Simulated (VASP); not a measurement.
Set up this calculation in VASP 6.6.1, as the native input.

```yaml
Task: single point
Functional: PBE
Potentials_or_basis: VASP PAW PBE potentials, release 64 (Cd, I)
Cutoff: 500 eV
k_mesh: 6 × 6 × 4
Occupations: gaussian, width 0.01 eV
Spin: no spin polarisation
Dipole_correction: no
Further_INCAR_settings: ALGO = Normal; EDIFF = 1e-06; NBANDS = 20
```

The structure of CdI2 lies in POSCAR:

```
CdI2
1.0
    4.2470087284      0.0000000000      0.0000000000
   -2.1235043642      3.6780174489      0.0000000000
    0.0000000000      0.0000000000      6.8950251473
Cd I
1 2
Direct
    0.0000000000      0.0000000000      0.0000000000
    0.3333333333      0.6666666667      0.2493934756
    0.6666666667      0.3333333333      0.7506065244
```

These files were run (other wordings do the same):

INCAR

```
PREC = Accurate
ENCUT = 500
EDIFF = 1E-6
ISMEAR = 0
SIGMA = 0.01
LREAL = False
LASPH = True
NELM = 120
ALGO = Normal
ISIF = 2
LWAVE = False
LCHARG = False
GGA = PE
NBANDS = 20
GGA_COMPAT = False
```

KPOINTS

```
regular mesh
0
Gamma
  6 6 4
```

Potentials or basis: VASP PAW PBE potentials, release 64 (Cd, I).

Launch:

```console
$ cat potpaw_PBE.64/Cd/POTCAR potpaw_PBE.64/I/POTCAR > POTCAR
$ mpirun -np 1 vasp_std > vasp.out
```

Results of the run:

```
Pressure               : 1.7 GPa
Largest force          : 0.090 eV/Å
Band gap on the k mesh : 2.37 eV, indirect (least direct gap 2.61 eV)
```

Caveat: spin-orbit coupling is left out, which moves the levels of the heavy elements; this functional lacks dispersion, which binds the layers, so the pressure and a relaxed spacing across them are unreliable.

Run time: 55 s on 1 thread of AMD EPYC 7R13, with other jobs on the host, peak memory 0.2 GiB.
